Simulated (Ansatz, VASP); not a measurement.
# NaCl: VASP beside Ansatz

```xyz
2
Lattice="0.0000 2.8040 2.8040 2.8040 0.0000 2.8040 2.8040 2.8040 0.0000" Properties=species:S:1:pos:R:3 pbc="T T T"
Na    0.0000    0.0000    0.0000
Cl    2.8040    2.8040    2.8040
```

Alike in both runs: task single point; functional r2SCAN; k mesh 8 × 8 × 8; occupations gaussian, width 0.02 eV; no spin polarisation.

```csv
,VASP,Ansatz
version,VASP 6.6.1,Ansatz 0.2.0
potentials or method,"VASP PAW PBE potentials, release 64 (Na_pv, Cl), cutoff 520 eV","scalar-relativistic, plane waves, PAW"
valence electrons in the cell,14,16
```

```csv
,VASP,Ansatz,Ansatz less VASP
gap on the k mesh at the Fermi level (eV),5.99,5.97,-0.023
least direct gap on the mesh (eV),5.99,5.97,-0.023
pressure (GPa),-0.2,0.0,+0.19
```

VASP's potentials were made for PBE, not for r2SCAN. VASP's potentials hold 14 valence electrons a cell and Ansatz's 16, so a difference there can come from the potentials and not from the codes.
